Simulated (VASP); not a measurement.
# Sn2Bi3O3 (I4/mmm) in VASP: single point with PBE

Aim: the single point of Sn2Bi3O3 with PBE.

Everything below comes from runs of VASP 6.6.1. Logs are shortened: lines on timing, memory, paths and dates and some standing lists are left out, and cuts for length are marked.

## (1) The cell of the first run

Symmetry: I4/mmm, No. 139, tetragonal system. Conventional cell: a = 5.459 Å, b = 5.459 Å, c = 13.633 Å, α = 90.00°, β = 90.00°, γ = 90.00°. Within 2.7 Å of Sn (site symmetry 4mm) lie 2 O at 2.04 to 2.59 Å. Within 3.9 Å of Bi (site symmetry -4m2) lie 4 O at 2.99 Å and 4 Sn at 3.05 Å and 4 Bi at 3.86 Å. Bi (site symmetry 4/mmm) has 2 O at 2.19 Å within 2.9 Å. O (site symmetry 4mm) has 1 Bi at 2.19 Å and 1 Sn at 2.59 Å within 2.9 Å. Within 2.7 Å of O (site symmetry 4/mmm) lie 2 Sn at 2.04 Å.

## (2) Single point, PBE

Input file INCAR:

```
PREC = Accurate ; ENCUT = 520
EDIFF = 1E-6 ; ISMEAR = 0
SIGMA = 0.2 ; LREAL = False
LASPH = True ; NELM = 60
ALGO = Normal ; ISIF = 2
LWAVE = False ; LCHARG = False
GGA = PE ; NBANDS = 56
```

Input file KPOINTS:

```
regular mesh
0
Gamma
  4 4 4
```

Input file POSCAR:

```
Sn2Bi3O3
1.0
   -2.7292636721      2.7292636721      6.8164215371
    2.7292636721     -2.7292636721      6.8164215371
    2.7292636721      2.7292636721     -6.8164215371
Sn Bi O
2 3 3
Direct
    0.3506276468      0.3506276468      0.0000000000
    0.6493723532      0.6493723532      0.0000000000
    0.7500000000      0.2500000000      0.5000000000
    0.2500000000      0.7500000000      0.5000000000
    0.0000000000      0.0000000000      0.0000000000
    0.8395048853      0.8395048853      0.0000000000
    0.1604951147      0.1604951147      0.0000000000
    0.5000000000      0.5000000000      0.0000000000
```

Potentials or basis: VASP PAW PBE potentials, release 64 (Sn_d, Bi_d, O).

Run with:

```
$ cat potpaw_PBE.64/Sn_d/POTCAR potpaw_PBE.64/Bi_d/POTCAR potpaw_PBE.64/O/POTCAR > POTCAR
$ mpirun -np 1 vasp_std > vasp.out
```

OUTCAR:

```text
PREC = Accurate
   ENCUT = 520
   EDIFF = 1E-6
   ISMEAR = 0
   LREAL = False
   LASPH = True
   NELM = 60
   ISIF = 2
   GGA = PE

 ion  position               nearest neighbor table
   1  0.351  0.351  0.000-   8 2.04   7 2.59   3 3.05   4 3.05   4 3.05   3 3.05
   2  0.649  0.649  0.000-   8 2.04   6 2.59   4 3.05   3 3.05   3 3.05   4 3.05
   3  0.750  0.250  0.500-   1 3.05   2 3.05   1 3.05   2 3.05   4 3.86   4 3.86   4 3.86   4 3.86

   4  0.250  0.750  0.500-   1 3.05   2 3.05   1 3.05   2 3.05   3 3.86   3 3.86   3 3.86   3 3.86

   5  0.000  0.000  0.000-   6 2.19   7 2.19
   6  0.840  0.840  0.000-   5 2.19   2 2.59
   7  0.160  0.160  0.000-   5 2.19   1 2.59
   8  0.500  0.500  0.000-   1 2.04   2 2.04

  LATTYP: Found a body centered tetragonal cell.
 ALAT       =     5.4585273442
 C/A-ratio  =     2.4975313330

  Lattice vectors:

 A1 = (  -2.7292636721,   2.7292636721,   6.8164215371)
 A2 = (   2.7292636721,  -2.7292636721,   6.8164215371)
 A3 = (   2.7292636721,   2.7292636721,  -6.8164215371)

Analysis of symmetry for initial positions (statically):
=====================================================================
 Subroutine PRICEL returns:
 Original cell was already a primitive cell.

 Routine SETGRP: Setting up the symmetry group for a
 body centered tetragonal supercell.

 Subroutine GETGRP returns: Found 16 space group operations
 (whereof 16 operations were pure point group operations)
 out of a pool of 16 trial point group operations.

The static configuration has the point symmetry D_4h.

Analysis of symmetry for dynamics (positions and initial velocities):
=====================================================================
 Subroutine PRICEL returns:
 Original cell was already a primitive cell.

 Routine SETGRP: Setting up the symmetry group for a
 body centered tetragonal supercell.

 Subroutine GETGRP returns: Found 16 space group operations
 (whereof 16 operations were pure point group operations)
 out of a pool of 16 trial point group operations.

The dynamic configuration has the point symmetry D_4h.

 Subroutine INISYM returns: Found 16 space group operations
 (whereof 16 operations are pure point group operations),
 and found     1 'primitive' translations

----------------------------------------------------------------------------------------

                                     Primitive cell

  volume of cell :     203.0988

  direct lattice vectors                    reciprocal lattice vectors
    -2.729263672  2.729263672  6.816421537     0.000000000  0.183199595  0.073352271
     2.729263672 -2.729263672  6.816421537     0.183199595  0.000000000  0.073352271
     2.729263672  2.729263672 -6.816421537     0.183199595  0.183199595  0.000000000

  length of vectors
     7.833349408  7.833349408  7.833349408     0.197338915  0.197338915  0.259083352

  position of ions in fractional coordinates (direct lattice)
     0.350627647  0.350627647  0.000000000
     0.649372353  0.649372353  0.000000000
     0.750000000  0.250000000  0.500000000
     0.250000000  0.750000000  0.500000000
     0.000000000  0.000000000  0.000000000
     0.839504885  0.839504885  0.000000000
     0.160495115  0.160495115  0.000000000
     0.500000000  0.500000000  0.000000000

  ion indices of the primitive-cell ions
   primitive index   ion index
                 1           1
                 2           2
                 3           3
                 4           4
                 5           5
                 6           6
                 7           7
                 8           8

----------------------------------------------------------------------------------------

 KPOINTS: regular mesh

Automatic generation of k-mesh.
 Grid dimensions read from file:
 generate k-points for:    4    4    4

 Generating k-lattice:

  Cartesian coordinates                     Fractional coordinates (reciprocal lattice)
     0.000000000  0.045799899  0.018338068     0.250000000  0.000000000  0.000000000
     0.045799899  0.000000000  0.018338068     0.000000000  0.250000000  0.000000000
     0.045799899  0.045799899  0.000000000     0.000000000  0.000000000  0.250000000

  Length of vectors
     0.049334729  0.049334729  0.064770838

  Shift w.r.t. Gamma in fractional coordinates (k-lattice)
     0.000000000  0.000000000  0.000000000

 Subroutine IBZKPT returns following result:
 ===========================================

 Found     13 irreducible k-points:

 Following reciprocal coordinates:
            Coordinates               Weight
  0.000000  0.000000  0.000000      1.000000
  0.250000  0.000000  0.000000      8.000000
  0.500000  0.000000  0.000000      4.000000
  0.250000  0.250000  0.000000      8.000000
  0.500000  0.250000  0.000000     16.000000
 -0.250000  0.250000  0.000000      4.000000
  0.500000  0.500000  0.000000      2.000000
  0.250000  0.250000  0.250000      2.000000
 -0.250000  0.250000  0.250000      4.000000
  0.500000  0.500000  0.250000      4.000000
 -0.250000  0.500000  0.250000      8.000000
 -0.250000 -0.250000  0.250000      2.000000
  0.500000  0.500000  0.500000      1.000000
   k-points           NKPTS =     13   k-points in BZ     NKDIM =     13   number of bands    NBANDS=     56
   number of dos      NEDOS =    301   number of ions     NIONS =      8
   total plane-waves  NPLWV = 216000
   dimension x,y,z NGX =    60 NGY =   60 NGZ =   60
   dimension x,y,z NGXF=   120 NGYF=  120 NGZF=  120
   ions per type =               2   3   3
   NGX,Y,Z   is equivalent  to a cutoff of  12.73, 12.73, 12.73 a.u.
   NGXF,Y,Z  is equivalent  to a cutoff of  25.47, 25.47, 25.47 a.u.
 SYSTEM =  unknown system
   PREC   = accura    normal or accurate (medium, high low for compatibility)
   ISTART =      0    job   : 0-new  1-cont  2-samecut
   ICHARG =      2    charge: 1-file 2-atom 10-const
   ISPIN  =      1    spin polarized calculation?
   LNONCOLLINEAR =      F non collinear calculations
   LSORBIT =      F    spin-orbit coupling
   LASPH  =      T    aspherical Exc in radial PAW
   ENCUT  =  520.0 eV  38.22 Ry    6.18 a.u.  14.56 14.56 14.56*2*pi/ulx,y,z
   NELM   =     60;   NELMIN=  2; NELMDL= -5     # of ELM steps
   EDIFF  = 0.1E-05   stopping-criterion for ELM
   LREAL  =      F    real-space projection
   EDIFFG = 0.1E-04   stopping-criterion for IOM
   NSW    =      0    number of steps for IOM
   IBRION =     -1    ionic relax: 0-MD 1-quasi-New 2-CG
   NFREE  =      0    steps in history (QN), initial steepest desc. (CG)
   ISIF   =      2    stress and relaxation
   ISYM   =      2    0-nonsym 1-usesym 2-fastsym
   POTIM  = 0.5000    time-step for ionic-motion
   TEBEG  =    0.0;   TEEND  =   0.0 temperature during run
   PSTRESS=    0.0 pullay stress
   NELECT =      91.0000    total number of electrons
   NUPDOWN=      -1.0000    fix difference up-down
   EMIN   =  10.00;   EMAX   =-10.00  energy-range for DOS
   EFERMI =   0.00;   METHOD = LEGACY
   ISMEAR =     0;   SIGMA  =   0.20  broadening in eV -4-tet -1-fermi 0-gaus
   EFERMI_NEDOS =   21; number of points for ismear=-14 and -15
   IALGO  =     38    algorithm
   IMIX   =      4    mixing-type and parameters
     AMIX     =   0.40;   BMIX     =  1.00
     AMIX_MAG =   1.60;   BMIX_MAG =  1.00
  volume/ion in A,a.u.               =      25.39       171.32
  Fermi-wavevector in a.u.,A,eV,Ry     =   1.252717  2.367291 21.351606  1.569299
  Thomas-Fermi vector in A             =   2.386604
   LORBIT       =      0    0 simple, 1 ext, 2 COOP (PROOUT), +10 PAW based schemes
   GGA     = PE    functional components
   LHFCALC =     F    Hartree Fock is set to
   AEXX    =    0.0000 exact exchange contribution
   IVDW    =     0    specifies the selected vdW correction
   LEPSILON=     F    determine dielectric tensor
   LRPA    =     F    only Hartree local field effects (RPA)
 non-spin polarized calculation
 Gauss-broadening in eV      SIGMA  =   0.20
  energy-cutoff  :      520.00
  volume of cell :      203.10
 maximum number of plane-waves:      5489
 NGX is ok and might be reduce to    60
   NGX = 29   NGY = 29   NGZ = 29

 number of electron      91.0000001 magnetization

 Free energy of the ion-electron system (eV)
  ---------------------------------------------------
  ext. energy  EPLUGINS =         0.00000000
  ---------------------------------------------------
  free energy    TOTEN  =       -35.67514991 eV

  energy without entropy =      -35.60608140  energy(sigma->0) =      -35.64061565

 E-fermi :   5.3113     XC(G=0):  -9.3242

 val. band max:        5.2968214162   @ k =   0.5000   0.2500   0.0000
 cond. band min:       5.3875310671   @ k =   0.2500   0.2500   0.2500
 fundamental gap:      0.0907096509
 Fermi energy:         5.3112891109

 k-point     1 :       0.0000    0.0000    0.0000
  band No.  band energies     occupation
      1     -18.1188      2.00000
      2     -18.1153      2.00000
      3     -17.9673      2.00000
      4     -17.8668      2.00000
      5     -17.8668      2.00000
      6     -17.7499      2.00000
[... 48 lines left out ...]
     55      10.0742      0.00000
     56      10.1688      0.00000

 k-point     2 :       0.2500    0.0000    0.0000
  band No.  band energies     occupation
      1     -18.1186      2.00000
      2     -18.1154      2.00000
      3     -17.9678      2.00000
      4     -17.8668      2.00000
      5     -17.8668      2.00000
      6     -17.7369      2.00000
[... 48 lines left out ...]
     55       9.9901      0.00000
     56      10.4576      0.00000
[... 588 lines left out ...]
     55      10.1768      0.00000
     56      10.2476      0.00000

 k-point    13 :       0.5000    0.5000    0.5000
  band No.  band energies     occupation
      1     -18.1188      2.00000
      2     -18.1153      2.00000
      3     -17.9705      2.00000
      4     -17.8670      2.00000
      5     -17.8670      2.00000
      6     -17.7499      2.00000
[... 48 lines left out ...]
     55       9.5885      0.00000
     56      10.3441      0.00000

------------------------ aborting loop because EDIFF is reached ----------------------------------------

  FORCE on cell =-STRESS in cart. coord.  units (eV):
  Direction    XX          YY          ZZ          XY          YZ          ZX
  --------------------------------------------------------------------------------------
  -------------------------------------------------------------------------------------
  Total       -0.0896233     -0.0896233      0.8224085      0.0000000      0.0000000     -0.0000000
  in kB       -0.7070078     -0.7070078      6.4877001      0.0000000      0.0000000     -0.0000000
  external PRESSURE =       1.6912281 kB  Pullay stress =       0.0000000 kB

 VOLUME and BASIS-vectors are now :
 -----------------------------------------------------------------------------
  energy-cutoff  :      520.00
  volume of cell :      203.10
      direct lattice vectors                 reciprocal lattice vectors
    -2.729263672  2.729263672  6.816421537     0.000000000  0.183199595  0.073352271
     2.729263672 -2.729263672  6.816421537     0.183199595  0.000000000  0.073352271
     2.729263672  2.729263672 -6.816421537     0.183199595  0.183199595  0.000000000

 POSITION                                       TOTAL-FORCE (eV/Angst)
 -----------------------------------------------------------------------------------
      0.00000      0.00000      4.78005        -0.000000     -0.000000     -0.030840
      0.00000      0.00000      8.85279        -0.000000     -0.000000      0.030840
      0.00000      2.72926      3.40821         0.000000      0.000000     -0.000000
      2.72926      0.00000      3.40821         0.000000      0.000000      0.000000
      0.00000      0.00000      0.00000         0.000000      0.000000      0.000000
      0.00000      0.00000     11.44484         0.000000      0.000000     -0.006932
      0.00000      0.00000      2.18800         0.000000      0.000000      0.006932
      0.00000      0.00000      6.81642         0.000000      0.000000     -0.000000
 -----------------------------------------------------------------------------------
    total drift:                               -0.000000     -0.000000      0.000000

  FREE ENERGIE OF THE ION-ELECTRON SYSTEM (eV)
  ---------------------------------------------------
  free  energy   TOTEN  =       -35.6751499107 eV

  energy  without entropy=      -35.6060813966  energy(sigma->0) =      -35.64061565
```

Wall time 2.5 min (1 thread of Intel Xeon 6975P-C (Granite Rapids), shared host); peak memory 0.55 GiB.

Results:

```yaml
Free_energy: -35.6751 eV
Pressure: 0.2 GPa
Largest_force: 0.031 eV/Å
```

Forces on the atoms (eV/Å):
```
Sn   0.000  0.000 -0.031
Sn   0.000  0.000  0.031
Bi   0.000  0.000  0.000
Bi   0.000  0.000  0.000
Bi   0.000  0.000  0.000
O    0.000  0.000 -0.007
O    0.000  0.000  0.007
O    0.000  0.000  0.000
```

Stress tensor (GPa, compression positive):
```
-0.07  0.00  0.00
 0.00 -0.07  0.00
 0.00  0.00  0.65
```

Caveat: the k points lie up to 0.41 Å⁻¹ apart; spin-orbit coupling is left out, which moves the levels of the heavy elements; an odd number of electrons without spin polarisation forces a metal; a magnetic or distorted state may lie lower.
